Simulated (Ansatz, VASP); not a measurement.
One calculation of KSiSe3, two programs

```
K Si Se
1.0
    -3.45920    3.45920    5.16576
     3.45920   -3.45920    5.16576
     3.45920    3.45920   -5.16576
K Si Se
2 2 6
Direct
  0.75000 0.25000 0.50000
  0.25000 0.75000 0.50000
  0.50000 0.50000 0.00000
  0.00000 0.00000 0.00000
  0.29580 0.79580 0.09161
  0.79580 0.70420 0.50000
  0.75000 0.75000 0.00000
  0.70420 0.20420 0.90839
  0.20420 0.29580 0.50000
  0.25000 0.25000 0.00000
```

Alike in both runs: functional PBE; k mesh 8 × 8 × 8; occupations gaussian, width 0.1 eV; no spin polarisation.

Ansatz relaxed the structure, and its values are those at the end. VASP's run is a single point on that final structure, the one shown.

|  | VASP | Ansatz |
| --- | --- | --- |
| version | VASP 6.6.1 | Ansatz 0.2.0 |
| potentials or method | VASP PAW PBE potentials, release 64 (K_sv, Si, Se), cutoff 520 eV | scalar-relativistic, plane waves, PAW |
| valence electrons in the cell | 62 | 122 |

```csv
,VASP,Ansatz,Ansatz less VASP
gap on the k mesh at the Fermi level (eV),none,none,-
pressure (GPa),0.1,0.0,-0.08
```

A gap of «none» marks a metal or a gap that the smearing closes. With one functional, cell and mesh, what is left measures potentials, basis and numerics. VASP's potentials hold 62 valence electrons a cell and Ansatz's 122, so a difference there can come from the potentials and not from the codes.
